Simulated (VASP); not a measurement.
Runs of VASP 6.6.1 on AlPt. The structure is that of space group Pm-3m (No. 221), or close to it. The cells are those of the table. 

| cell | gap on the mesh (eV) | pressure (GPa) |
| --- | --- | --- |
| a = 3.071 Å, 2 atoms | none | -2.1 |
| a = 3.132 Å, 2 atoms | none | (a) |
| a = 3.112 Å, 2 atoms | none | -9.1 |
| a = 3.092 Å, 2 atoms | none | -5.8 |

Alike in all rows: task single point; level PBEsol; potentials or basis VASP PAW PBE potentials, release 64 (Pt, Al); no spin polarisation; k mesh 9 × 9 × 9; cutoff (eV) 520; smearing fermi-dirac 0.05 eV.

**Question.** Fill in the values left out.

**Answer.** (a) -12.0.

Caveats: the PAW data sets were made with another functional, which shifts forces and pressure a little; spin-orbit coupling is left out, which moves the levels of the heavy elements.

A k mesh can miss the band edges, and the runs leave out spin-orbit coupling on Pt.

A gap of «none» marks levels without a gap at the run's occupations.
